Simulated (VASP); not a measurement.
# Ti (P6_3/mmc) in VASP: further runs

Ti is run at these levels: PBEsol; tasks: single point.

All numbers are computed with VASP 6.6.1; they aren't measurements. Logs are shortened: lines on timing, memory, paths and dates and some standing lists are left out, and cuts for length are marked.

## (1) The cell of the first run

It takes space group P6_3/mmc (No. 194, hexagonal). The conventional cell has a = 2.950 Å, b = 2.950 Å, c = 4.592 Å, α = 90.00°, β = 90.00°, γ = 120.00°. Within 3.8 Å of Ti (site symmetry -6m2) lie 12 Ti at 2.86 to 2.95 Å.

## (2) Single point, PBEsol (zz strain of -2 %)

File INCAR:

```
SYSTEM = Ti
PREC     = Accurate       ! precision mode
ENCUT    = 520            ! plane-wave cutoff, eV
EDIFF    = 1E-6           ! SCF threshold, eV
ISMEAR   = -1             ! smearing method
SIGMA    = 0.05           ! smearing width, eV
LREAL    = .False.        ! projectors in reciprocal space
LASPH    = .True.         ! aspherical terms in the spheres
NELM     = 60             ! most SCF steps
ALGO     = Normal         ! electronic algorithm
ISIF     = 2              ! what is computed and relaxed
LWAVE    = .False.        ! write WAVECAR
LCHARG   = .True.         ! write CHGCAR
GGA      = PS             ! functional
LELF     = .True.         ! ELF
LVHAR    = .True.       
NBANDS   = 19             ! bands
```

File KPOINTS:

```
Automatic mesh
0
Gamma
  14 14 8
  0 0 0
```

File POSCAR:

```
Ti
1.0
    2.9499978604      0.0000000000      0.0000000000
   -1.4749989302      2.5547730882      0.0000000000
    0.0000000000      0.0000000000      4.5922800000
Ti
2
Direct
    0.3333333333      0.6666666667      0.2500000000
    0.6666666667      0.3333333333      0.7500000000
```

Potentials or basis: VASP PAW PBE potentials, release 64 (Ti_sv).

Command:

```bash
$ cat potpaw_PBE.64/Ti_sv/POTCAR > POTCAR
$ mpirun -np 1 vasp_std > vasp.out
```

OUTCAR:

```text
SYSTEM = Ti
   PREC = Accurate
   ENCUT = 520
   EDIFF = 1E-6
   ISMEAR = -1
   LREAL = .False.
   LASPH = .True.
   NELM = 60
   ISIF = 2
   GGA = PS

 ion  position               nearest neighbor table
   1  0.333  0.667  0.250-   2 2.86   2 2.86   2 2.86   2 2.86   2 2.86   2 2.86
   2  0.667  0.333  0.750-   1 2.86   1 2.86   1 2.86   1 2.86   1 2.86   1 2.86

  LATTYP: Found a hexagonal cell.
 ALAT       =     2.9499978604
 C/A-ratio  =     1.5567062138

  Lattice vectors:

 A1 = (   2.9499978604,   0.0000000000,   0.0000000000)
 A2 = (  -1.4749989302,   2.5547730882,   0.0000000000)
 A3 = (   0.0000000000,   0.0000000000,   4.5922800000)

Analysis of symmetry for initial positions (statically):
=====================================================================
 Subroutine PRICEL returns:
 Original cell was already a primitive cell.

 Routine SETGRP: Setting up the symmetry group for a
 hexagonal supercell.

 Subroutine GETGRP returns: Found 24 space group operations
 (whereof 12 operations were pure point group operations)
 out of a pool of 24 trial point group operations.

The static configuration has the point symmetry D_3d.
 The point group associated with its full space group is D_6h.

Analysis of symmetry for dynamics (positions and initial velocities):
=====================================================================
 Subroutine PRICEL returns:
 Original cell was already a primitive cell.

 Routine SETGRP: Setting up the symmetry group for a
 hexagonal supercell.

 Subroutine GETGRP returns: Found 24 space group operations
 (whereof 12 operations were pure point group operations)
 out of a pool of 24 trial point group operations.

The dynamic configuration has the point symmetry D_3d.
 The point group associated with its full space group is D_6h.

 Subroutine INISYM returns: Found 24 space group operations
 (whereof 12 operations are pure point group operations),
 and found     1 'primitive' translations

----------------------------------------------------------------------------------------

                                     Primitive cell

  volume of cell :      34.6101

  direct lattice vectors                    reciprocal lattice vectors
     2.949997860  0.000000000  0.000000000     0.338983297  0.195712098  0.000000000
    -1.474998930  2.554773088  0.000000000     0.000000000  0.391424195  0.000000000
     0.000000000  0.000000000  4.592280000     0.000000000  0.000000000  0.217756757

[... 81 lines left out ...]
   ENCUT  =  520.0 eV  38.22 Ry    6.18 a.u.   5.49  5.49  8.54*2*pi/ulx,y,z
   NELM   =     60;   NELMIN=  2; NELMDL= -5     # of ELM steps
   EDIFF  = 0.1E-05   stopping-criterion for ELM
   LREAL  =      F    real-space projection
   EDIFFG = 0.1E-04   stopping-criterion for IOM
   NSW    =      0    number of steps for IOM
   IBRION =     -1    ionic relax: 0-MD 1-quasi-New 2-CG
   NFREE  =      0    steps in history (QN), initial steepest desc. (CG)
   ISIF   =      2    stress and relaxation
   ISYM   =      2    0-nonsym 1-usesym 2-fastsym
   POTIM  = 0.5000    time-step for ionic-motion
   TEBEG  =    0.0;   TEEND  =   0.0 temperature during run
   PSTRESS=    0.0 pullay stress
   NELECT =      24.0000    total number of electrons
   NUPDOWN=      -1.0000    fix difference up-down
   EMIN   =  10.00;   EMAX   =-10.00  energy-range for DOS
   EFERMI =   0.00;   METHOD = LEGACY
   ISMEAR =    -1;   SIGMA  =   0.05  broadening in eV -4-tet -1-fermi 0-gaus
   EFERMI_NEDOS =   21; number of points for ismear=-14 and -15
   IALGO  =     38    algorithm
   IMIX   =      4    mixing-type and parameters
     AMIX     =   0.40;   BMIX     =  1.00
     AMIX_MAG =   1.60;   BMIX_MAG =  1.00
  volume/ion in A,a.u.               =      17.31       116.78
  Fermi-wavevector in a.u.,A,eV,Ry     =   1.449031  2.738272 28.568042  2.099692
  Thomas-Fermi vector in A             =   2.566804
   LORBIT       =      0    0 simple, 1 ext, 2 COOP (PROOUT), +10 PAW based schemes
   GGA     = PS    functional components
   LHFCALC =     F    Hartree Fock is set to
   AEXX    =    0.0000 exact exchange contribution
   IVDW    =     0    specifies the selected vdW correction
   LEPSILON=     F    determine dielectric tensor
   LRPA    =     F    only Hartree local field effects (RPA)
 non-spin polarized calculation
  energy-cutoff  :      520.00
  volume of cell :       34.61
 maximum number of plane-waves:       960
 NGX is ok and might be reduce to    24
   NGX = 11   NGY = 11   NGZ = 17

 number of electron      24.0000005 magnetization

 Free energy of the ion-electron system (eV)
  ---------------------------------------------------
  ext. energy  EPLUGINS =         0.00000000
  ---------------------------------------------------
  free energy    TOTEN  =       -16.67003259 eV

  energy without entropy =      -16.65360723  energy(sigma->0) =      -16.66181991

 E-fermi :   8.2548     XC(G=0): -11.6522

 val. band max:        8.2395748741   @ k =   0.0714   0.0714   0.1250
 cond. band min:       8.2569807101   @ k =   0.2143   0.2143   0.5000
 fundamental gap:      0.0174058359
 Fermi energy:         8.2548116666

 k-point     1 :       0.0000    0.0000    0.0000
  band No.  band energies     occupation
      1     -48.3809      2.00000
      2     -48.2301      2.00000
      3     -25.0926      2.00000
      4     -24.4302      2.00000
      5     -24.4302      2.00000
      6     -24.3405      2.00000
[... 505 lines left out ...]
      6     -24.6764      2.00000
[... 11 lines left out ...]
     18      11.6514      0.00000
     19      13.8392      0.00000

 [... further k-points ...]

------------------------ aborting loop because EDIFF is reached ----------------------------------------

  FORCE on cell =-STRESS in cart. coord.  units (eV):
  Direction    XX          YY          ZZ          XY          YZ          ZX
  --------------------------------------------------------------------------------------
  -------------------------------------------------------------------------------------
  Total       -0.9766954     -0.9766954     -0.6366054      0.0000000      0.0000000      0.0000000
  in kB      -45.2134189    -45.2134189    -29.4698896      0.0000000      0.0000000      0.0000000
  external PRESSURE =     -39.9655758 kB  Pullay stress =       0.0000000 kB

 VOLUME and BASIS-vectors are now :
 -----------------------------------------------------------------------------
  energy-cutoff  :      520.00
  volume of cell :       34.61
      direct lattice vectors                 reciprocal lattice vectors
     2.949997860  0.000000000  0.000000000     0.338983297  0.195712098  0.000000000
    -1.474998930  2.554773088  0.000000000     0.000000000  0.391424195  0.000000000
     0.000000000  0.000000000  4.592280000     0.000000000  0.000000000  0.217756757

 POSITION                                       TOTAL-FORCE (eV/Angst)
 -----------------------------------------------------------------------------------
     -0.00000      1.70318      1.14807         0.000000      0.000000      0.000000
      1.47500      0.85159      3.44421        -0.000000      0.000000      0.000000
 -----------------------------------------------------------------------------------
    total drift:                               -0.000000      0.000000     -0.000000

  FREE ENERGIE OF THE ION-ELECTRON SYSTEM (eV)
  ---------------------------------------------------
  free  energy   TOTEN  =       -16.6700325923 eV

  energy  without entropy=      -16.6536072278  energy(sigma->0) =      -16.66181991
```

OSZICAR:

```text
N       E                     dE             d eps       ncg     rms          rms(c)
DAV:   1     0.262887361382E+03    0.26289E+03   -0.13082E+04  4571   0.158E+03
DAV:   2     0.113215358968E+02   -0.25157E+03   -0.24751E+03  4718   0.442E+02
DAV:   3    -0.177765100956E+02   -0.29098E+02   -0.28756E+02  8500   0.123E+02
DAV:   4    -0.189709553785E+02   -0.11944E+01   -0.11925E+01  5224   0.261E+01
DAV:   5    -0.190270046862E+02   -0.56049E-01   -0.56043E-01  6897   0.406E+00    0.125E+01
DAV:   6    -0.166812046892E+02    0.23458E+01   -0.83926E+00  5294   0.290E+01    0.298E+00
DAV:   7    -0.166539267436E+02    0.27278E-01   -0.77661E-01  6891   0.630E+00    0.209E+00
DAV:   8    -0.166779663828E+02   -0.24040E-01   -0.21031E-01  4991   0.537E+00    0.729E-01
DAV:   9    -0.166695010668E+02    0.84653E-02   -0.47059E-02  5189   0.222E+00    0.735E-02
DAV:  10    -0.166699938099E+02   -0.49274E-03   -0.34408E-03  6673   0.337E-01    0.882E-02
DAV:  11    -0.166700414492E+02   -0.47639E-04   -0.13632E-04  5499   0.797E-02    0.430E-02
DAV:  12    -0.166700327387E+02    0.87105E-05   -0.38875E-05  4956   0.566E-02    0.558E-03
DAV:  13    -0.166700325923E+02    0.14637E-06   -0.19619E-06  3764   0.118E-02
   1 F= -.16670033E+02 E0= -.16661820E+02  d E =-.164254E-01
```

stdout:

```text
POSCAR found type information on POSCAR Ti
 POSCAR found :  1 types and       2 ions
 scaLAPACK will be used
 -----------------------------------------------------------------------------
|                                                                             |
|                                                                             |
|     You enforced a specific xc type in the INCAR file but a different       |
|     I HOPE YOU KNOW WHAT YOU ARE DOING!                                     |
|                                                                             |
 -----------------------------------------------------------------------------

 LDA part: xc-table for (Slater+PW92), standard interpolation
 POSCAR, INCAR and KPOINTS ok, starting setup
 FFT: planning ... GRIDC
 FFT: planning ... GRID_SOFT
 FFT: planning ... GRID
 WAVECAR not read
 entering main loop
```

Run time: 81 s. Hardware: 1 thread of Intel Xeon 8259CL, shared host; peak memory 0.2 GiB.

What came out:

```yaml
Free_energy: -16.6700 eV
Pressure: -4.0 GPa
Band_gap_on_the_k_mesh: zero (bands 12 and 13 overlap by 1.01 eV)
```

Stress tensor (GPa, compression positive):
```
-4.52  0.00  0.00
 0.00 -4.52  0.00
 0.00  0.00 -2.95
```

Caveat: the cell differs from its parent crystal (zz strain of -2 %); the cell stands under tension; the PAW data sets were made with another functional, which shifts forces and pressure a little.

## (3) Single point, PBEsol (17.48 Å³/atom)

This run uses another cell than the first one, of 17.48 Å³/atom.

File INCAR:

```
SYSTEM = Ti
PREC = Accurate ; ENCUT = 520
EDIFF = 1E-6 ; ISMEAR = -1
SIGMA = 0.05 ; LREAL = .False.
LASPH = .True. ; NELM = 100
ALGO = Normal ; ISIF = 2
LWAVE = .False. ; LCHARG = .False.
GGA = PS ; NBANDS = 19
```

KPOINTS is that of step 2.

File POSCAR:

```
Ti
1.0
    2.9401315731      0.0000000000      0.0000000000
   -1.4700657866      2.5462286328      0.0000000000
    0.0000000000      0.0000000000      4.6703276421
Ti
2
Direct
    0.3333333333      0.6666666667      0.2500000000
    0.6666666667      0.3333333333      0.7500000000
```

Potentials or basis: VASP PAW PBE potentials, release 64 (Ti_sv).

Command:

```bash
$ cat potpaw_PBE.64/Ti_sv/POTCAR > POTCAR
$ mpirun -np 1 vasp_std > vasp.out
```

OUTCAR:

```text
SYSTEM = Ti
   PREC = Accurate
   ENCUT = 520
   EDIFF = 1E-6
   ISMEAR = -1
   LREAL = .False.
   LASPH = .True.
   NELM = 100
   ISIF = 2
   GGA = PS

 ion  position               nearest neighbor table
   1  0.333  0.667  0.250-   2 2.89   2 2.89   2 2.89   2 2.89   2 2.89   2 2.89
   2  0.667  0.333  0.750-   1 2.89   1 2.89   1 2.89   1 2.89   1 2.89   1 2.89

  LATTYP: Found a hexagonal cell.
 ALAT       =     2.9401315731
 C/A-ratio  =     1.5884757284

  Lattice vectors:

[... 716 lines left out ...]

------------------------ aborting loop because EDIFF is reached ----------------------------------------

  FORCE on cell =-STRESS in cart. coord.  units (eV):
  Direction    XX          YY          ZZ          XY          YZ          ZX
  --------------------------------------------------------------------------------------
  -------------------------------------------------------------------------------------
  Total       -1.0676454     -1.0676454     -1.1816276      0.0000000      0.0000000     -0.0000000
  in kB      -48.9244662    -48.9244662    -54.1476610      0.0000000      0.0000000     -0.0000000
  external PRESSURE =     -50.6655311 kB  Pullay stress =       0.0000000 kB

 VOLUME and BASIS-vectors are now :
 -----------------------------------------------------------------------------
  energy-cutoff  :      520.00
  volume of cell :       34.96
      direct lattice vectors                 reciprocal lattice vectors
     2.940131573  0.000000000  0.000000000     0.340120833  0.196368855  0.000000000
    -1.470065787  2.546228633  0.000000000     0.000000000  0.392737709  0.000000000
     0.000000000  0.000000000  4.670327642     0.000000000  0.000000000  0.214117740

 POSITION                                       TOTAL-FORCE (eV/Angst)
 -----------------------------------------------------------------------------------
     -0.00000      1.69749      1.16758         0.000000      0.000000      0.000000
      1.47007      0.84874      3.50275        -0.000000     -0.000000      0.000000
 -----------------------------------------------------------------------------------
    total drift:                               -0.000000      0.000000     -0.000000

  FREE ENERGIE OF THE ION-ELECTRON SYSTEM (eV)
  ---------------------------------------------------
  free  energy   TOTEN  =       -16.6616676566 eV

  energy  without entropy=      -16.6450269576  energy(sigma->0) =      -16.65334731
```

Run time: 88 s. Hardware: 1 thread of Intel Xeon 8259CL, shared host; peak memory 0.2 GiB.

Results:

- Free energy: -16.6617 eV
- Pressure: -5.1 GPa
- Band gap on the k mesh: zero (bands 12 and 13 overlap by 1.04 eV)

Stress tensor (GPa, compression positive):
```
-4.89  0.00  0.00
 0.00 -4.89  0.00
 0.00  0.00 -5.41
```

Levels at points of the mesh, in eV from the Fermi level:
```
           k point  band 8  band 9  band 10  band 11  band 12  band 13  band 14  band 15  band 16  band 17
(0.00, 0.00, 0.00)  -32.58   -6.19    -2.68     0.74     0.77     0.77     0.87     1.26     1.26     1.62
(0.50, 0.00, 0.00)  -32.65   -2.34    -2.14    -1.84    -0.61     0.48     0.61     1.16     3.34     3.54
(0.00, 0.00, 0.50)  -32.63   -4.35    -4.35     0.08     0.08     0.68     0.68     0.68     0.68     2.78
(0.50, 0.00, 0.50)  -32.74   -2.53    -2.53    -0.81    -0.81     1.32     1.32     1.72     1.72     3.47
```

Caveat: the cell stands under tension; the PAW data sets were made with another functional, which shifts forces and pressure a little.

## (4) Single point, PBEsol (zz strain of -1 %)

File INCAR:

```
  ALGO = Normal
  EDIFF = 1E-6
  ENCUT = 520
  GGA = PS
  ISIF = 2
  ISMEAR = -1
  LASPH = True
  LCHARG = True
  LELF = True
  LREAL = False
  LVHAR = True
  LWAVE = False
  NBANDS = 19
  NELM = 80
  PREC = Accurate
  SIGMA = 0.05
```

File KPOINTS:

```
k-points
0
Gamma
  14 14 8
```

File POSCAR:

```
Ti
1.0
    2.9499978604      0.0000000000      0.0000000000
   -1.4749989302      2.5547730882      0.0000000000
    0.0000000000      0.0000000000      4.6391400000
Ti
2
Direct
    0.3333333333      0.6666666667      0.2500000000
    0.6666666667      0.3333333333      0.7500000000
```

Command:

```bash
$ cat potpaw_PBE.64/Ti_sv/POTCAR > POTCAR
$ mpirun -np 1 vasp_std > vasp.out
```

Wall time 1.8 min (1 thread of Intel Xeon 8259CL, shared host); peak memory 0.2 GiB.

Results (log left out):

| Quantity | Value |
| --- | --- |
| Free energy | -16.6617 eV |
| Pressure | -5.1 GPa |
| Band gap on the k mesh | zero (bands 12 and 13 overlap by 1.02 eV) |

Stress tensor (GPa, compression positive):
```
-5.23  0.00  0.00
 0.00 -5.23  0.00
 0.00  0.00 -4.71
```

Levels at points of the mesh, in eV from the Fermi level:
| k point | band 9 | band 10 | band 11 | band 12 | band 13 | band 14 | band 15 | band 16 |
| --- | --- | --- | --- | --- | --- | --- | --- | --- |
| (0.00, 0.00, 0.00) | -6.20 | -2.68 | 0.76 | 0.76 | 0.83 | 0.93 | 1.27 | 1.27 |
| (0.50, 0.00, 0.00) | -2.35 | -2.15 | -1.83 | -0.65 | 0.43 | 0.64 | 1.19 | 3.30 |
| (0.00, 0.00, 0.50) | -4.33 | -4.33 | 0.11 | 0.11 | 0.65 | 0.65 | 0.65 | 0.65 |
| (0.50, 0.00, 0.50) | -2.54 | -2.54 | -0.79 | -0.79 | 1.31 | 1.31 | 1.69 | 1.69 |

Caveat: the cell differs from its parent crystal (zz strain of -1 %); the cell stands under tension; the PAW data sets were made with another functional, which shifts forces and pressure a little.

## (5) Single point, PBEsol (18.01 Å³/atom)

This run uses another cell than the first one, of 18.01 Å³/atom.

File INCAR:

```
ALGO = Normal
EDIFF = 1E-6
ENCUT = 520
GGA = PS
ISIF = 2
ISMEAR = -1
LASPH = T
LCHARG = F
LREAL = F
LWAVE = F
NBANDS = 19
NELM = 80
PREC = Accurate
SIGMA = 0.05
```

KPOINTS is that of step 4.

File POSCAR:

```
Ti
1.0
    2.9695348394      0.0000000000      0.0000000000
   -1.4847674197      2.5716926084      0.0000000000
    0.0000000000      0.0000000000      4.7170340170
Ti
2
Direct
    0.3333333333      0.6666666667      0.2500000000
    0.6666666667      0.3333333333      0.7500000000
```

Command:

```bash
$ cat potpaw_PBE.64/Ti_sv/POTCAR > POTCAR
$ mpirun -np 1 vasp_std > vasp.out
```

Run time: 83 s. Hardware: 1 thread of Intel Xeon 8259CL, shared host; peak memory 0.2 GiB.

The run converged. Its results:

| Quantity | Value |
| --- | --- |
| Free energy | -16.6188 eV |
| Pressure | -7.9 GPa |
| Band gap on the k mesh | zero (bands 12 and 13 overlap by 1.02 eV) |

Stress tensor (GPa, compression positive):
```
-7.71  0.00  0.00
 0.00 -7.71  0.00
 0.00  0.00 -8.27
```

Levels at points of the mesh, in eV from the Fermi level:
| k point | band 9 | band 10 | band 11 | band 12 | band 13 | band 14 | band 15 | band 16 |
| --- | --- | --- | --- | --- | --- | --- | --- | --- |
| (0.00, 0.00, 0.00) | -6.12 | -2.61 | 0.66 | 0.76 | 0.76 | 0.84 | 1.23 | 1.23 |
| (0.50, 0.00, 0.00) | -2.30 | -2.06 | -1.76 | -0.64 | 0.48 | 0.58 | 1.11 | 3.21 |
| (0.00, 0.00, 0.50) | -4.32 | -4.32 | 0.08 | 0.08 | 0.67 | 0.67 | 0.67 | 0.67 |
| (0.50, 0.00, 0.50) | -2.46 | -2.46 | -0.78 | -0.78 | 1.24 | 1.24 | 1.66 | 1.66 |

Caveat: the cell stands under tension; the PAW data sets were made with another functional, which shifts forces and pressure a little.

## (6) Overview

| cell | gap on the mesh (eV) | pressure (GPa) |
| --- | --- | --- |
| a = 2.950, b = 2.950, c = 4.592 Å, angles 90.0, 90.0, 120.0°, 2 atoms | none | -4.0 |
| a = 2.940, b = 2.940, c = 4.670 Å, angles 90.0, 90.0, 120.0°, 2 atoms | none | -5.1 |
| a = 2.950, b = 2.950, c = 4.639 Å, angles 90.0, 90.0, 120.0°, 2 atoms | none | -5.1 |
| a = 2.970, b = 2.970, c = 4.717 Å, angles 90.0, 90.0, 120.0°, 2 atoms | none | -7.9 |

Alike in all rows: task single point; level PBEsol; potentials or basis VASP PAW PBE potentials, release 64 (Ti_sv); no spin polarisation; k mesh 14 × 14 × 8; cutoff (eV) 520; smearing fermi-dirac 0.05 eV.

Caveats: the cell stands under tension; the PAW data sets were made with another functional, which shifts forces and pressure a little.

Absolute energies hang on the potentials; compare differences alone.

The gap in the log of VASP goes by the Fermi energy; the results here count the filled bands.